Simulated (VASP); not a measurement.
# Ge2Se3 (P-3m1) in VASP: a series of runs

The runs below take Ge2Se3 through single point, relaxation of cell and atoms, with PBE.

Everything below comes from runs of VASP 6.6.1. Logs are shortened: lines on timing, memory, paths and dates and some standing lists are left out, and cuts for length are marked.

### 1 The cell of the first run

It takes space group P-3m1 (No. 164, trigonal). The conventional cell has a = 3.779 Å, b = 3.779 Å, c = 9.466 Å, α = 90.00°, β = 90.00°, γ = 120.00°. Ge (site symmetry 3m) has 6 Se at 2.60 to 2.78 Å within 3.4 Å. Se (site symmetry -3m) has 6 Ge at 2.78 Å within 3.7 Å. Within 3.4 Å of Se (site symmetry 3m) lie 3 Ge at 2.60 Å.

### 2 Single point, PBE

Contents of INCAR:

```
PREC = Accurate ; ENCUT = 520
EDIFF = 1E-6 ; ISMEAR = 0
SIGMA = 0.1 ; LREAL = False
LASPH = True ; NELM = 60
ALGO = Normal ; ISIF = 2
LWAVE = False ; LCHARG = False
GGA = PE ; NBANDS = 31
```

Contents of KPOINTS:

```
regular mesh
0
Gamma
  12 12 4
```

Contents of POSCAR:

```
Ge2Se3
1.0
    3.7788078793      0.0000000000      0.0000000000
   -1.8894039396      3.2725436195      0.0000000000
    0.0000000000      0.0000000000      9.4655387516
Ge Se
2 3
Direct
    0.3333333333      0.6666666667      0.1826325201
    0.6666666667      0.3333333333      0.8173674799
    0.0000000000      0.0000000000      0.0000000000
    0.3333333333      0.6666666667      0.6678637562
    0.6666666667      0.3333333333      0.3321362438
```

Potentials or basis: VASP PAW PBE potentials, release 64 (Ge_d, Se).

Command:

```bash
$ cat potpaw_PBE.64/Ge_d/POTCAR potpaw_PBE.64/Se/POTCAR > POTCAR
$ mpirun -np 1 vasp_std > vasp.out
```

OUTCAR:

```text
PREC = Accurate
   ENCUT = 520
   EDIFF = 1E-6
   ISMEAR = 0
   LREAL = False
   LASPH = True
   NELM = 60
   ISIF = 2
   GGA = PE

 ion  position               nearest neighbor table
   1  0.333  0.667  0.183-   5 2.60   5 2.60   5 2.60   3 2.78   3 2.78   3 2.78
   2  0.667  0.333  0.817-   4 2.60   4 2.60   4 2.60   3 2.78   3 2.78   3 2.78
   3  0.000  0.000  0.000-   1 2.78   2 2.78   1 2.78   2 2.78   2 2.78   1 2.78
   4  0.333  0.667  0.668-   2 2.60   2 2.60   2 2.60
   5  0.667  0.333  0.332-   1 2.60   1 2.60   1 2.60

  LATTYP: Found a hexagonal cell.
 ALAT       =     3.7788078793
 C/A-ratio  =     2.5049007660

  Lattice vectors:

 A1 = (   3.7788078793,   0.0000000000,   0.0000000000)
 A2 = (  -1.8894039396,   3.2725436195,   0.0000000000)
 A3 = (   0.0000000000,   0.0000000000,   9.4655387516)

Analysis of symmetry for initial positions (statically):
=====================================================================
 Subroutine PRICEL returns:
 Original cell was already a primitive cell.

 Routine SETGRP: Setting up the symmetry group for a
 hexagonal supercell.

 Subroutine GETGRP returns: Found 12 space group operations
 (whereof 12 operations were pure point group operations)
 out of a pool of 24 trial point group operations.

The static configuration has the point symmetry D_3d.

Analysis of symmetry for dynamics (positions and initial velocities):
=====================================================================
 Subroutine PRICEL returns:
 Original cell was already a primitive cell.

 Routine SETGRP: Setting up the symmetry group for a
 hexagonal supercell.

 Subroutine GETGRP returns: Found 12 space group operations
 (whereof 12 operations were pure point group operations)
 out of a pool of 24 trial point group operations.

The dynamic configuration has the point symmetry D_3d.

 Subroutine INISYM returns: Found 12 space group operations
 (whereof 12 operations are pure point group operations),
 and found     1 'primitive' translations

----------------------------------------------------------------------------------------

                                     Primitive cell

  volume of cell :     117.0538

  direct lattice vectors                    reciprocal lattice vectors
     3.778807879  0.000000000  0.000000000     0.264633724  0.152786352  0.000000000
    -1.889403940  3.272543619  0.000000000     0.000000000  0.305572703  0.000000000
     0.000000000  0.000000000  9.465538752     0.000000000  0.000000000  0.105646390

  length of vectors
     3.778807879  3.778807879  9.465538752     0.305572703  0.305572703  0.105646390

  position of ions in fractional coordinates (direct lattice)
     0.333333333  0.666666667  0.182632520
     0.666666667  0.333333333  0.817367480
     0.000000000  0.000000000  0.000000000
     0.333333333  0.666666667  0.667863756
     0.666666667  0.333333333  0.332136244

  ion indices of the primitive-cell ions
   primitive index   ion index
                 1           1
                 2           2
                 3           3
                 4           4
                 5           5

----------------------------------------------------------------------------------------

 KPOINTS: regular mesh

Automatic generation of k-mesh.
 Grid dimensions read from file:
 generate k-points for:   12   12    4

 Generating k-lattice:

  Cartesian coordinates                     Fractional coordinates (reciprocal lattice)
     0.022052810  0.012732196  0.000000000     0.083333333  0.000000000  0.000000000
     0.000000000  0.025464392  0.000000000     0.000000000  0.083333333  0.000000000
     0.000000000  0.000000000  0.026411598     0.000000000  0.000000000  0.250000000

  Length of vectors
     0.025464392  0.025464392  0.026411598

  Shift w.r.t. Gamma in fractional coordinates (k-lattice)
     0.000000000  0.000000000  0.000000000

 Subroutine IBZKPT returns following result:
 ===========================================

 Found     69 irreducible k-points:

 Following reciprocal coordinates:
            Coordinates               Weight
  0.000000  0.000000  0.000000      1.000000
  0.083333  0.000000  0.000000      6.000000
  0.166667  0.000000  0.000000      6.000000
  0.250000  0.000000  0.000000      6.000000
  0.333333  0.000000  0.000000      6.000000
  0.416667  0.000000  0.000000      6.000000
[... 16 lines left out ...]
  0.166667  0.000000  0.250000      6.000000
  0.000000  0.166667  0.250000      6.000000
 [... further k-points ...]
   k-points           NKPTS =     69   k-points in BZ     NKDIM =     69   number of bands    NBANDS=     31
   number of dos      NEDOS =    301   number of ions     NIONS =      5
   total plane-waves  NPLWV =  54880
   dimension x,y,z NGX =    28 NGY =   28 NGZ =   70
   dimension x,y,z NGXF=    56 NGYF=   56 NGZF=  140
   ions per type =               2   3
   NGX,Y,Z   is equivalent  to a cutoff of  12.32, 12.32, 12.29 a.u.
   NGXF,Y,Z  is equivalent  to a cutoff of  24.64, 24.64, 24.59 a.u.
 SYSTEM =  unknown system
   PREC   = accura    normal or accurate (medium, high low for compatibility)
   ISTART =      0    job   : 0-new  1-cont  2-samecut
   ICHARG =      2    charge: 1-file 2-atom 10-const
   ISPIN  =      1    spin polarized calculation?
   LNONCOLLINEAR =      F non collinear calculations
   LSORBIT =      F    spin-orbit coupling
   LASPH  =      T    aspherical Exc in radial PAW
   ENCUT  =  520.0 eV  38.22 Ry    6.18 a.u.   7.03  7.03 17.60*2*pi/ulx,y,z
   NELM   =     60;   NELMIN=  2; NELMDL= -5     # of ELM steps
   EDIFF  = 0.1E-05   stopping-criterion for ELM
   LREAL  =      F    real-space projection
   EDIFFG = 0.1E-04   stopping-criterion for IOM
   NSW    =      0    number of steps for IOM
   IBRION =     -1    ionic relax: 0-MD 1-quasi-New 2-CG
   NFREE  =      0    steps in history (QN), initial steepest desc. (CG)
   ISIF   =      2    stress and relaxation
   ISYM   =      2    0-nonsym 1-usesym 2-fastsym
   POTIM  = 0.5000    time-step for ionic-motion
   TEBEG  =    0.0;   TEEND  =   0.0 temperature during run
   PSTRESS=    0.0 pullay stress
   NELECT =      46.0000    total number of electrons
   NUPDOWN=      -1.0000    fix difference up-down
   EMIN   =  10.00;   EMAX   =-10.00  energy-range for DOS
   EFERMI =   0.00;   METHOD = LEGACY
   ISMEAR =     0;   SIGMA  =   0.10  broadening in eV -4-tet -1-fermi 0-gaus
   EFERMI_NEDOS =   21; number of points for ismear=-14 and -15
   IALGO  =     38    algorithm
   IMIX   =      4    mixing-type and parameters
     AMIX     =   0.40;   BMIX     =  1.00
     AMIX_MAG =   1.60;   BMIX_MAG =  1.00
  volume/ion in A,a.u.               =      23.41       157.98
  Fermi-wavevector in a.u.,A,eV,Ry     =   1.199128  2.266024 19.563928  1.437908
  Thomas-Fermi vector in A             =   2.334999
   LORBIT       =      0    0 simple, 1 ext, 2 COOP (PROOUT), +10 PAW based schemes
   GGA     = PE    functional components
   LHFCALC =     F    Hartree Fock is set to
   AEXX    =    0.0000 exact exchange contribution
   IVDW    =     0    specifies the selected vdW correction
   LEPSILON=     F    determine dielectric tensor
   LRPA    =     F    only Hartree local field effects (RPA)
 non-spin polarized calculation
 Gauss-broadening in eV      SIGMA  =   0.10
  energy-cutoff  :      520.00
  volume of cell :      117.05
 maximum number of plane-waves:      3173
   NGX = 15   NGY = 15   NGZ = 35

 number of electron      46.0000026 magnetization

 Free energy of the ion-electron system (eV)
  ---------------------------------------------------
  ext. energy  EPLUGINS =         0.00000000
  ---------------------------------------------------
  free energy    TOTEN  =       -20.48884006 eV

  energy without entropy =      -20.47533641  energy(sigma->0) =      -20.48208824

 E-fermi :   4.1678     XC(G=0):  -9.7077

 val. band max:        4.1637758411   @ k =   0.4167   0.0000   0.2500
 cond. band min:       4.1750241607   @ k =   0.2500   0.2500   0.5000
 fundamental gap:      0.0112483196
 Fermi energy:         4.1677876164

 k-point     1 :       0.0000    0.0000    0.0000
  band No.  band energies     occupation
      1     -20.7473      2.00000
      2     -20.7473      2.00000
      3     -20.7461      2.00000
      4     -20.7461      2.00000
      5     -20.7351      2.00000
      6     -20.7342      2.00000
[... 23 lines left out ...]
     30       7.8969      0.00000
     31      10.7643      0.00000

 k-point     2 :       0.0833    0.0000    0.0000
  band No.  band energies     occupation
      1     -20.7480      2.00000
      2     -20.7469      2.00000
      3     -20.7466      2.00000
      4     -20.7457      2.00000
      5     -20.7348      2.00000
      6     -20.7340      2.00000
[... 23 lines left out ...]
     30       8.3056      0.00000
     31      10.8534      0.00000

 k-point     3 :       0.1667    0.0000    0.0000
  band No.  band energies     occupation
      1     -20.7498      2.00000
      2     -20.7481      2.00000
      3     -20.7457      2.00000
      4     -20.7446      2.00000
      5     -20.7350      2.00000
      6     -20.7336      2.00000
[... 23 lines left out ...]
     30       9.0353      0.00000
     31      10.2114      0.00000

 k-point     4 :       0.2500    0.0000    0.0000
  band No.  band energies     occupation
      1     -20.7524      2.00000
      2     -20.7502      2.00000
      3     -20.7446      2.00000
      4     -20.7433      2.00000
      5     -20.7359      2.00000
      6     -20.7342      2.00000
[... 635 lines left out ...]
     30       8.3349      0.00000
     31      10.6077      0.00000

 k-point    23 :       0.1667    0.0000    0.2500
  band No.  band energies     occupation
      1     -20.7498      2.00000
      2     -20.7481      2.00000
      3     -20.7457      2.00000
      4     -20.7446      2.00000
      5     -20.7350      2.00000
      6     -20.7336      2.00000
[... 23 lines left out ...]
     30       8.9718      0.00000
     31       9.9161      0.00000

 k-point    24 :       0.0000    0.1667    0.2500
  band No.  band energies     occupation
      1     -20.7498      2.00000
      2     -20.7481      2.00000
      3     -20.7457      2.00000
      4     -20.7446      2.00000
      5     -20.7350      2.00000
      6     -20.7336      2.00000
[... 23 lines left out ...]
     30       8.9043      0.00000
     31      10.0069      0.00000

 [... further k-points ...]

------------------------ aborting loop because EDIFF is reached ----------------------------------------

  FORCE on cell =-STRESS in cart. coord.  units (eV):
  Direction    XX          YY          ZZ          XY          YZ          ZX
  --------------------------------------------------------------------------------------
  -------------------------------------------------------------------------------------
  Total        0.0441613      0.0441613      0.0411909      0.0000000      0.0000000      0.0000000
  in kB        0.6044595      0.6044595      0.5638011      0.0000000      0.0000000      0.0000000
  external PRESSURE =       0.5909067 kB  Pullay stress =       0.0000000 kB

 VOLUME and BASIS-vectors are now :
 -----------------------------------------------------------------------------
  energy-cutoff  :      520.00
  volume of cell :      117.05
      direct lattice vectors                 reciprocal lattice vectors
     3.778807879  0.000000000  0.000000000     0.264633724  0.152786352  0.000000000
    -1.889403940  3.272543619  0.000000000     0.000000000  0.305572703  0.000000000
     0.000000000  0.000000000  9.465538752     0.000000000  0.000000000  0.105646390

 POSITION                                       TOTAL-FORCE (eV/Angst)
 -----------------------------------------------------------------------------------
     -0.00000      2.18170      1.72872        -0.000000     -0.000000     -0.009623
      1.88940      1.09085      7.73682        -0.000000      0.000000      0.009623
      0.00000      0.00000      0.00000         0.000000      0.000000      0.000000
     -0.00000      2.18170      6.32169         0.000000     -0.000000     -0.015471
      1.88940      1.09085      3.14385         0.000000      0.000000      0.015471
 -----------------------------------------------------------------------------------
    total drift:                               -0.000000      0.000000      0.000000

  FREE ENERGIE OF THE ION-ELECTRON SYSTEM (eV)
  ---------------------------------------------------
  free  energy   TOTEN  =       -20.4888400642 eV

  energy  without entropy=      -20.4753364109  energy(sigma->0) =      -20.48208824
```

Run time: 3.5 min. Hardware: 1 thread of Intel Xeon 6975P-C, shared host; peak memory 0.35 GiB.

Results:

```
Free energy            : -20.4888 eV
Pressure               : 0.1 GPa
Largest force          : 0.015 eV/Å
Band gap on the k mesh : zero (band 23 reaches 4.67 eV, above the bottom of band 24 at 3.69 eV)
```

Forces in eV/Å, atoms in the order of the input:
```
Ge   0.000  0.000 -0.010
Ge   0.000  0.000  0.010
Se   0.000  0.000  0.000
Se   0.000  0.000 -0.015
Se   0.000  0.000  0.015
```

Caveat: this functional lacks dispersion, which binds the layers, so the pressure and a relaxed spacing across them are unreliable.

### 3 Relaxation of cell and atoms, PBE

This run uses another cell than the first one, of 23.32 Å³/atom, 0.996 times its volume.

Contents of INCAR:

```
SYSTEM = Ge2Se3
ALGO = Normal
EDIFF = 1E-6
EDIFFG = -0.01
ENCUT = 600
GGA = PE
IBRION = 2
ISIF = 3
ISMEAR = 0
LASPH = .TRUE.
LCHARG = .FALSE.
LREAL = .FALSE.
LWAVE = .FALSE.
NELM = 100
NSW = 100
PREC = Accurate
SIGMA = 0.1
```

Contents of KPOINTS:

```
k-points
0
G
  12 12 4
  0 0 0
```

Contents of POSCAR:

```
Ge2Se3
1.0
    3.8162687368      0.0000000000      0.0000000000
   -1.9081343684      3.3049856737      0.0000000000
    0.0000000000      0.0000000000      9.2465646327
Ge Se
2 3
Direct
    0.3333333333      0.6666666667      0.1831051024
    0.6666666667      0.3333333333      0.8168948976
    0.0000000000      0.0000000000      0.0000000000
    0.3333333333      0.6666666667      0.6673317471
    0.6666666667      0.3333333333      0.3326682529
```

Potentials or basis: VASP PAW PBE potentials, release 64 (Ge_d, Se).

Command:

```bash
$ cat potpaw_PBE.64/Ge_d/POTCAR potpaw_PBE.64/Se/POTCAR > POTCAR
$ mpirun -np 1 vasp_std > vasp.out
```

Wall time 24 min (1 thread of Intel Xeon 6975P-C, shared host); peak memory 0.44 GiB.

The run converged. Its results:

```yaml
Free_energy: -20.4890 eV
Relaxed_volume: 23.35 Å³/atom
Relaxed_cell: a = 3.783 Å, b = 3.783 Å, c = 9.421 Å, α = 90.00°, β = 90.00°, γ = 120.00°
Space_group_after_relaxing_to_0.05_Å: P-3m1 (No. 164)
Energy_gained_by_relaxing: 1.6 meV/atom
Ionic_steps: 12
Pressure_after_relaxing: 0.0 GPa
Largest_force_after_relaxing: 0.005 eV/Å
Band_gap_on_the_k_mesh: zero (band 23 reaches 4.68 eV, above the bottom of band 24 at 3.69 eV)
```

Forces in eV/Å, atoms in the order of the input:
```
Ge   0.000  0.000 -0.004
Ge   0.000  0.000  0.004
Se   0.000  0.000  0.000
Se   0.000  0.000  0.005
Se   0.000  0.000 -0.005
```

Step by step:
| step | energy change (eV) | largest force (eV/Å) | pressure (GPa) | volume (Å³) |
| --- | --- | --- | --- | --- |
| 1 | 0.0000 | 0.1218 | 0.12 | 116.62 |
| 2 | -0.0041 | 0.0280 | -0.12 | 116.91 |
| 3 | -0.0051 | 0.0859 | -0.26 | 117.13 |
| 4 | -0.0073 | 0.0436 | 0.01 | 116.52 |
| 5 | -0.0074 | 0.0287 | 0.16 | 116.30 |
| 6 | -0.0078 | 0.0102 | 0.07 | 116.60 |
| 7 | -0.0078 | 0.0156 | -0.06 | 116.92 |
| 8 | -0.0079 | 0.0112 | -0.05 | 116.76 |
| 9 | -0.0079 | 0.0097 | 0.08 | 116.71 |
| 10 | -0.0079 | 0.0104 | -0.07 | 116.74 |
| 11 | -0.0079 | 0.0102 | 0.01 | 116.72 |
| 12 | -0.0079 | 0.0049 | -0.03 | 116.74 |

Final structure:
```cif
data_structure
_symmetry_space_group_name_H-M 'P 1'
_symmetry_Int_Tables_number 1
_cell_length_a 3.7827
_cell_length_b 3.7827
_cell_length_c 9.4207
_cell_angle_alpha 90.000
_cell_angle_beta 90.000
_cell_angle_gamma 120.000
_cell_volume 116.74
loop_
_atom_site_label
_atom_site_type_symbol
_atom_site_fract_x
_atom_site_fract_y
_atom_site_fract_z
_atom_site_occupancy
Ge1 Ge 0.33333 0.66667 0.18354 1
Ge2 Ge 0.66667 0.33333 0.81646 1
Se1 Se 0.00000 0.00000 0.00000 1
Se2 Se 0.33333 0.66667 0.66616 1
Se3 Se 0.66667 0.33333 0.33384 1
```

Levels at points of the mesh, in eV from the Fermi level:
```csv
k point,band 19,band 20,band 21,band 22,band 23,band 24,band 25,band 26,band 27
"(0.00, 0.00, 0.00)",-1.46,-1.46,-1.21,-1.16,-1.16,0.86,1.57,2.41,2.41
"(0.50, 0.00, 0.00)",-3.50,-2.59,-2.32,-2.04,-1.49,0.10,2.12,3.43,3.63
"(0.00, 0.00, 0.50)",-1.32,-1.32,-1.25,-1.25,0.13,0.27,1.62,2.39,2.39
"(0.50, 0.00, 0.50)",-3.44,-2.77,-1.76,-1.31,-1.24,-0.47,2.00,3.07,3.23
```

Caveat: this functional lacks dispersion, which binds the layers, so the pressure and a relaxed spacing across them are unreliable.
